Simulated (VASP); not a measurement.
# PbSe (Clausthalite) (Fm-3m) in VASP: further runs

The runs below take PbSe (Clausthalite) through single point, with PBEsol.

All numbers are computed with VASP 6.6.1; they aren't measurements. Logs are shortened: lines on timing, memory, paths and dates and some standing lists are left out, and cuts for length are marked.

### 1 The cell of the first run

Symmetry: Fm-3m, No. 225, cubic system. Conventional cell: a = 6.121 Å, b = 6.121 Å, c = 6.121 Å, α = 90.00°, β = 90.00°, γ = 90.00°. Pb (site symmetry m-3m) has 6 Se at 3.06 Å within 4.0 Å. Se (site symmetry m-3m) has 6 Pb at 3.06 Å within 4.0 Å.

### 2 Single point, PBEsol

File INCAR:

```
  ALGO = Normal
  EDIFF = 1E-6
  ENCUT = 520
  GGA = PS
  ISIF = 2
  ISMEAR = 0
  LASPH = True
  LCHARG = True
  LELF = True
  LREAL = False
  LVHAR = True
  LWAVE = False
  NBANDS = 17
  NELM = 100
  PREC = Accurate
  SIGMA = 0.01
```

File KPOINTS:

```
k-points
0
Gamma
  3 3 3
```

File POSCAR:

```
PbSe
1.0
    4.3284130000      0.0000000000      0.0000000000
    2.1642065000      3.7485156161      0.0000000000
    2.1642065000      1.2495052054      3.5341344153
Pb Se
1 1
Direct
    0.0000000000      0.0000000000      0.0000000000
    0.5000000000      0.5000000000      0.5000000000
```

Potentials or basis: VASP PAW PBE potentials, release 64 (Pb_d, Se).

Started as:

```bash
> cat potpaw_PBE.64/Pb_d/POTCAR potpaw_PBE.64/Se/POTCAR > POTCAR
> mpirun -np 1 vasp_std > vasp.out
```

OUTCAR:

```text
EDIFF = 1E-6
   ENCUT = 520
   GGA = PS
   ISIF = 2
   ISMEAR = 0
   LASPH = True
   LREAL = False
   NELM = 100
   PREC = Accurate

 ion  position               nearest neighbor table
   1  0.000  0.000  0.000-   2 3.06   2 3.06   2 3.06   2 3.06   2 3.06   2 3.06
   2  0.500  0.500  0.500-   1 3.06   1 3.06   1 3.06   1 3.06   1 3.06   1 3.06

  LATTYP: Found a face centered cubic cell.
 ALAT       =     6.1213003682

  Lattice vectors:

 A1 = (   4.3284130000,   0.0000000000,   0.0000000000)
 A2 = (   2.1642065000,   3.7485156161,   0.0000000000)
 A3 = (   2.1642065000,   1.2495052054,   3.5341344153)

Analysis of symmetry for initial positions (statically):
=====================================================================
 Subroutine PRICEL returns:
 Original cell was already a primitive cell.

 Routine SETGRP: Setting up the symmetry group for a
 face centered cubic supercell.

 Subroutine GETGRP returns: Found 48 space group operations
 (whereof 48 operations were pure point group operations)
 out of a pool of 48 trial point group operations.

The static configuration has the point symmetry O_h .

Analysis of symmetry for dynamics (positions and initial velocities):
=====================================================================
 Subroutine PRICEL returns:
 Original cell was already a primitive cell.

 Routine SETGRP: Setting up the symmetry group for a
 face centered cubic supercell.

 Subroutine GETGRP returns: Found 48 space group operations
 (whereof 48 operations were pure point group operations)
 out of a pool of 48 trial point group operations.

The dynamic configuration has the point symmetry O_h .

 Subroutine INISYM returns: Found 48 space group operations
 (whereof 48 operations are pure point group operations),
 and found     1 'primitive' translations

----------------------------------------------------------------------------------------

                                     Primitive cell

  volume of cell :      57.3418

  direct lattice vectors                    reciprocal lattice vectors
     4.328413000  0.000000000  0.000000000     0.231031558 -0.133386132 -0.094318239
     2.164206500  3.748515616  0.000000000     0.000000000  0.266772265 -0.094318239
     2.164206500  1.249505205  3.534134415     0.000000000  0.000000000  0.282954716

  length of vectors
     4.328413000  4.328413000  4.328413000     0.282954716  0.282954716  0.282954716

  position of ions in fractional coordinates (direct lattice)
     0.000000000  0.000000000  0.000000000
     0.500000000  0.500000000  0.500000000

  ion indices of the primitive-cell ions
   primitive index   ion index
                 1           1
                 2           2

----------------------------------------------------------------------------------------

 KPOINTS: k-points

Automatic generation of k-mesh.
 Grid dimensions read from file:
 generate k-points for:    3    3    3

 Generating k-lattice:

  Cartesian coordinates                     Fractional coordinates (reciprocal lattice)
     0.077010519 -0.044462044 -0.031439413     0.333333333 -0.000000000  0.000000000
     0.000000000  0.088924088 -0.031439413     0.000000000  0.333333333  0.000000000
     0.000000000  0.000000000  0.094318239     0.000000000  0.000000000  0.333333333

  Length of vectors
     0.094318239  0.094318239  0.094318239

  Shift w.r.t. Gamma in fractional coordinates (k-lattice)
     0.000000000  0.000000000  0.000000000

 Subroutine IBZKPT returns following result:
 ===========================================

 Found      4 irreducible k-points:

 Following reciprocal coordinates:
            Coordinates               Weight
  0.000000  0.000000  0.000000      1.000000
  0.333333 -0.000000 -0.000000      8.000000
  0.333333  0.333333  0.000000      6.000000
 -0.333333  0.333333  0.000000     12.000000
   k-points           NKPTS =      4   k-points in BZ     NKDIM =      4   number of bands    NBANDS=     17
   number of dos      NEDOS =    301   number of ions     NIONS =      2
   total plane-waves  NPLWV =  32768
   dimension x,y,z NGX =    32 NGY =   32 NGZ =   32
   dimension x,y,z NGXF=    64 NGYF=   64 NGZF=   64
   ions per type =               1   1
   NGX,Y,Z   is equivalent  to a cutoff of  12.29, 12.29, 12.29 a.u.
   NGXF,Y,Z  is equivalent  to a cutoff of  24.58, 24.58, 24.58 a.u.
 SYSTEM =  unknown system
   PREC   = accura    normal or accurate (medium, high low for compatibility)
   ISTART =      0    job   : 0-new  1-cont  2-samecut
   ICHARG =      2    charge: 1-file 2-atom 10-const
   ISPIN  =      1    spin polarized calculation?
   LNONCOLLINEAR =      F non collinear calculations
   LSORBIT =      F    spin-orbit coupling
   LASPH  =      T    aspherical Exc in radial PAW
   ENCUT  =  520.0 eV  38.22 Ry    6.18 a.u.   8.05  8.05  8.05*2*pi/ulx,y,z
   NELM   =    100;   NELMIN=  2; NELMDL= -5     # of ELM steps
   EDIFF  = 0.1E-05   stopping-criterion for ELM
   LREAL  =      F    real-space projection
   EDIFFG = 0.1E-04   stopping-criterion for IOM
   NSW    =      0    number of steps for IOM
   IBRION =     -1    ionic relax: 0-MD 1-quasi-New 2-CG
   NFREE  =      0    steps in history (QN), initial steepest desc. (CG)
   ISIF   =      2    stress and relaxation
   ISYM   =      2    0-nonsym 1-usesym 2-fastsym
   POTIM  = 0.5000    time-step for ionic-motion
   TEBEG  =    0.0;   TEEND  =   0.0 temperature during run
   PSTRESS=    0.0 pullay stress
   NELECT =      20.0000    total number of electrons
   NUPDOWN=      -1.0000    fix difference up-down
   EMIN   =  10.00;   EMAX   =-10.00  energy-range for DOS
   EFERMI =   0.00;   METHOD = LEGACY
   ISMEAR =     0;   SIGMA  =   0.01  broadening in eV -4-tet -1-fermi 0-gaus
   EFERMI_NEDOS =   21; number of points for ismear=-14 and -15
   IALGO  =     38    algorithm
   IMIX   =      4    mixing-type and parameters
     AMIX     =   0.40;   BMIX     =  1.00
     AMIX_MAG =   1.60;   BMIX_MAG =  1.00
  volume/ion in A,a.u.               =      28.67       193.48
  Fermi-wavevector in a.u.,A,eV,Ry     =   1.152377  2.177676 18.068157  1.327972
  Thomas-Fermi vector in A             =   2.289028
   LORBIT       =      0    0 simple, 1 ext, 2 COOP (PROOUT), +10 PAW based schemes
   GGA     = PS    functional components
   LHFCALC =     F    Hartree Fock is set to
   AEXX    =    0.0000 exact exchange contribution
   IVDW    =     0    specifies the selected vdW correction
   LEPSILON=     F    determine dielectric tensor
   LRPA    =     F    only Hartree local field effects (RPA)
 non-spin polarized calculation
 Gauss-broadening in eV      SIGMA  =   0.01
  energy-cutoff  :      520.00
  volume of cell :       57.34
 maximum number of plane-waves:      1550
   NGX = 17   NGY = 17   NGZ = 17

 number of electron      20.0000000 magnetization

 Free energy of the ion-electron system (eV)
  ---------------------------------------------------
  ext. energy  EPLUGINS =         0.00000000
  ---------------------------------------------------
  free energy    TOTEN  =        -9.03824815 eV

  energy without entropy =       -9.03824815  energy(sigma->0) =       -9.03824815

 E-fermi :   4.3311     XC(G=0):  -9.7316

 val. band max:        4.1959042630   @ k =   0.3333  -0.0000  -0.0000
 cond. band min:       6.1735995372   @ k =   0.3333  -0.0000  -0.0000
 fundamental gap:      1.9776952743
 Fermi energy:         4.3310774910

 k-point     1 :       0.0000    0.0000    0.0000
  band No.  band energies     occupation
      1     -11.8606      2.00000
      2     -11.8606      2.00000
      3     -11.8606      2.00000
      4     -11.8599      2.00000
      5     -11.8599      2.00000
      6      -8.7286      2.00000
      7      -1.4415      2.00000
      8       3.0101      2.00000
      9       3.0101      2.00000
     10       3.0101      2.00000
     11       9.5761      0.00000
     12       9.5761      0.00000
     13       9.5761      0.00000
     14      11.3467      0.00000
     15      11.3467      0.00000
     16      11.3467      0.00000
     17      12.9076      0.00000

 k-point     2 :       0.3333   -0.0000   -0.0000
  band No.  band energies     occupation
      1     -11.8787      2.00000
      2     -11.8787      2.00000
      3     -11.8583      2.00000
      4     -11.8353      2.00000
      5     -11.8353      2.00000
      6      -8.0059      2.00000
      7      -3.3009      2.00000
      8       3.2798      2.00000
      9       3.2798      2.00000
     10       4.1959      2.00000
     11       6.1736      0.00000
     12       7.1372      0.00000
     13       7.1372      0.00000
     14      11.8682      0.00000
     15      13.3893      0.00000
     16      13.3893      0.00000
     17      16.6051      0.00000

 k-point     3 :       0.3333    0.3333    0.0000
  band No.  band energies     occupation
      1     -11.9474      2.00000
      2     -11.8746      2.00000
      3     -11.8454      2.00000
      4     -11.8269      2.00000
      5     -11.8269      2.00000
      6      -7.7337      2.00000
      7      -2.6822      2.00000
      8       1.6935      2.00000
      9       1.9472      2.00000
     10       1.9472      2.00000
     11       8.7777      0.00000
     12       8.8633      0.00000
     13       9.9709      0.00000
     14       9.9709      0.00000
     15      15.0464      0.00000
     16      15.1346      0.00000
     17      16.0348      0.00000

 k-point     4 :      -0.3333    0.3333    0.0000
  band No.  band energies     occupation
      1     -11.9376      2.00000
      2     -11.8638      2.00000
      3     -11.8534      2.00000
      4     -11.8355      2.00000
      5     -11.8256      2.00000
      6      -7.3623      2.00000
      7      -3.3901      2.00000
      8       0.5808      2.00000
      9       2.5089      2.00000
     10       2.9735      2.00000
     11       7.5405      0.00000
     12       8.1309      0.00000
     13       9.9232      0.00000
     14      11.6451      0.00000
     15      14.1775      0.00000
     16      14.3140      0.00000
     17      16.3715      0.00000

------------------------ aborting loop because EDIFF is reached ----------------------------------------

  FORCE on cell =-STRESS in cart. coord.  units (eV):
  Direction    XX          YY          ZZ          XY          YZ          ZX
  --------------------------------------------------------------------------------------
  -------------------------------------------------------------------------------------
  Total       -0.5348849     -0.5348849     -0.5348849      0.0000000     -0.0000000     -0.0000000
  in kB      -14.9451348    -14.9451348    -14.9451348      0.0000000     -0.0000000     -0.0000000
  external PRESSURE =     -14.9451348 kB  Pullay stress =       0.0000000 kB

 VOLUME and BASIS-vectors are now :
 -----------------------------------------------------------------------------
  energy-cutoff  :      520.00
  volume of cell :       57.34
      direct lattice vectors                 reciprocal lattice vectors
     4.328413000  0.000000000  0.000000000     0.231031558 -0.133386132 -0.094318239
     2.164206500  3.748515616  0.000000000     0.000000000  0.266772265 -0.094318239
     2.164206500  1.249505205  3.534134415     0.000000000  0.000000000  0.282954716

 POSITION                                       TOTAL-FORCE (eV/Angst)
 -----------------------------------------------------------------------------------
      0.00000      0.00000      0.00000         0.000000     -0.000000      0.000000
      4.32841      2.49901      1.76707        -0.000000      0.000000      0.000000
 -----------------------------------------------------------------------------------
    total drift:                               -0.000000      0.000000      0.000000

  FREE ENERGIE OF THE ION-ELECTRON SYSTEM (eV)
  ---------------------------------------------------
  free  energy   TOTEN  =        -9.0382481542 eV

  energy  without entropy=       -9.0382481542  energy(sigma->0) =       -9.03824815
```

Run time: 14 s. Hardware: 1 thread of Intel Xeon Platinum 8488C (Sapphire Rapids), shared host; peak memory 0.17 GiB.

What came out:

- Free energy: -9.0382 eV
- Pressure: -1.5 GPa

Levels at points of the mesh, in eV from the Fermi level:
| k point | band 7 | band 8 | band 9 | band 10 | band 11 | band 12 | band 13 | band 14 |
| --- | --- | --- | --- | --- | --- | --- | --- | --- |
| (0.00, 0.00, 0.00) | -5.77 | -1.32 | -1.32 | -1.32 | 5.25 | 5.25 | 5.25 | 7.02 |

Caveat: the k points lie up to 0.59 Å⁻¹ apart; this odd mesh misses L, where the gap lies, so gap, dielectric constants and Born charges aren't listed; the PAW data sets were made with another functional, which shifts forces and pressure a little; spin-orbit coupling is left out, which moves the levels of the heavy elements.

### 3 Single point, PBEsol, non-collinear spin, zero start, spin-orbit coupling

File INCAR:

```
SYSTEM = PbSe
ALGO = Normal ; EDIFF = 1E-6
ENCUT = 520 ; GGA = PS
GGA_COMPAT = .FALSE. ; ISIF = 2
ISMEAR = 0 ; LASPH = .TRUE.
LCHARG = .FALSE. ; LORBIT = 11
LORBMOM = .TRUE. ; LREAL = .FALSE.
LSORBIT = .TRUE. ; LWAVE = .FALSE.
MAGMOM = 0 0 0 0 0 0 ; NBANDS = 32
NELM = 150 ; PREC = Accurate
SIGMA = 0.01
```

File KPOINTS:

```
k-points
0
G
  3 3 3
  0 0 0
```

POSCAR is that of step 2.

Potentials or basis: VASP PAW PBE potentials, release 64 (Pb_d, Se).

Started as:

```bash
> cat potpaw_PBE.64/Pb_d/POTCAR potpaw_PBE.64/Se/POTCAR > POTCAR
> mpirun -np 1 vasp_ncl > vasp.out
```

OUTCAR:

```text
SYSTEM = PbSe
   EDIFF = 1E-6
   ENCUT = 520
   GGA = PS
   ISIF = 2
   ISMEAR = 0
   LASPH = .TRUE.
   LORBIT = 11
   LREAL = .FALSE.
   LSORBIT = .TRUE.
   NELM = 150
   PREC = Accurate

 ion  position               nearest neighbor table
   1  0.000  0.000  0.000-   2 3.06   2 3.06   2 3.06   2 3.06   2 3.06   2 3.06
   2  0.500  0.500  0.500-   1 3.06   1 3.06   1 3.06   1 3.06   1 3.06   1 3.06

  LATTYP: Found a face centered cubic cell.
 ALAT       =     6.1213003682

  Lattice vectors:

 A1 = (   4.3284130000,   0.0000000000,   0.0000000000)
 A2 = (   2.1642065000,   3.7485156161,   0.0000000000)
 A3 = (   2.1642065000,   1.2495052054,   3.5341344153)

Analysis of symmetry for initial positions (statically):
[... 411 lines left out ...]
     0.0000000     0.0000000     0.0000000     0.0000000     0.0000000     0.0000000     0.0000000
     0.0000000     0.0000000     0.0000000     0.0000000     0.0000000     0.0000000     0.0000000
     0.0000000     0.0000000     0.0000000     0.0000000     0.0000000     0.0000000     0.0000000
     0.0000000     0.0000000     0.0000000     0.0000000     0.0000000     0.0000000     0.0000000
     0.0000000     0.0000000     0.0000000     0.0000000     0.0000000     0.0000000     0.0000000

 total charge

# of ion       s       p       d       tot
------------------------------------------
    1        1.424   0.589   9.838  11.851
    2        1.490   2.274   0.018   3.782
--------------------------------------------------
tot          2.914   2.863   9.856  15.633

 magnetization (x)

# of ion       s       p       d       tot
------------------------------------------
    1        0.000  -0.000   0.000  -0.000
    2       -0.000  -0.000   0.000  -0.000
--------------------------------------------------
tot         -0.000  -0.000   0.000  -0.000

 magnetization (y)

# of ion       s       p       d       tot
------------------------------------------
    1        0.000   0.000  -0.000   0.000
    2        0.000   0.000  -0.000  -0.000
--------------------------------------------------
tot          0.000   0.000  -0.000   0.000

 magnetization (z)

# of ion       s       p       d       tot
------------------------------------------
    1        0.000   0.000   0.000   0.000
    2        0.000   0.000  -0.000   0.000
--------------------------------------------------
tot          0.000   0.000  -0.000   0.000
```

It took 68 s on 1 thread of Intel Xeon Platinum 8488C (Sapphire Rapids), shared host; peak memory 0.29 GiB.

Results:

```yaml
Free_energy: -9.4582 eV
Pressure: -1.8 GPa
Net_moment: 0.00 μB per cell
Valence_electrons_inside_the_program's_atomic_spheres: Pb 11.85; Se 3.78
```

Moments on the atoms (μB; x, y, z):
```
Pb  0.00 0.00 0.00
Se  0.00 0.00 0.00
```

Caveat: the k points lie up to 0.59 Å⁻¹ apart; this odd mesh misses L, where the gap lies, so gap, dielectric constants and Born charges aren't listed; the PAW data sets were made with another functional, which shifts forces and pressure a little.
